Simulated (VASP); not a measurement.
Wanted: the native input for a VASP 6.6.1 run.

| Item | Value |
| --- | --- |
| Task | relaxation of cell and atoms |
| Functional | PBE |
| Potentials or basis | VASP PAW PBE potentials, release 64 (Mg, B) |
| Cutoff | 600 eV |
| k mesh | 4 × 4 × 4 |
| Occupations | gaussian, width 0.1 eV |
| Spin | no spin polarisation |
| Dipole correction | no |
| Further INCAR settings | ALGO = Normal; EDIFF = 1e-07; IBRION = 2; EDIFFG = -0.04; NSW = 90; ISIF = 3 |

The structure of Mg2B lies in POSCAR:

```
Mg2B
1.0
    0.0000000000      3.5346718731      3.5346718731
    3.5346718731      0.0000000000      3.5346718731
    3.5346718731      3.5346718731      0.0000000000
Mg B
4 2
Direct
    0.6250000000      0.6250000000      0.6250000000
    0.1250000000      0.6250000000      0.6250000000
    0.6250000000      0.6250000000      0.1250000000
    0.6250000000      0.1250000000      0.6250000000
    0.0000000000      0.0000000000      0.0000000000
    0.2500000000      0.2500000000      0.2500000000
```

One way to write it, as run:

INCAR

```
SYSTEM = Mg2B
  PREC = Accurate
  ENCUT = 600
  EDIFF = 1E-7
  ISMEAR = 0
  SIGMA = 0.1
  LREAL = .False.
  LASPH = .True.
  NELM = 80
  ALGO = Normal
  ISIF = 3
  LWAVE = .False.
  LCHARG = .False.
  GGA = PE
  IBRION = 2
  NSW = 90
  EDIFFG = -0.04
```

KPOINTS

```
Automatic mesh
0
Gamma
  4 4 4
  0 0 0
```

Potentials or basis: VASP PAW PBE potentials, release 64 (Mg, B).

The run is started by

```console
$ cat potpaw_PBE.64/Mg/POTCAR potpaw_PBE.64/B/POTCAR > POTCAR
$ mpirun -np 1 vasp_std > vasp.out
```

It gave:

The relaxed volume is 19.24 Å³/atom and the relaxed cell is a = 5.466 Å, b = 5.466 Å, c = 5.466 Å, α = 60.00°, β = 60.00°, γ = 60.00°. The space group after relaxing (to 0.05 Å) is Fd-3m (No. 227), the energy gained by relaxing is 181.5 meV/atom and the ionic steps are 4. The pressure after relaxing is -0.1 GPa. The band gap on the k mesh is zero (band 7 reaches 3.84 eV, above the bottom of band 8 at 1.72 eV).

Caveat: the k points lie up to 0.35 Å⁻¹ apart in the final cell; the volume moved by over 15 % at a fixed basis, so the end points are rough.

Wall time 27 s on 1 thread of Intel(R) Xeon(R) 6975P-C (Granite Rapids) (shared host), peak memory 0.24 GiB.
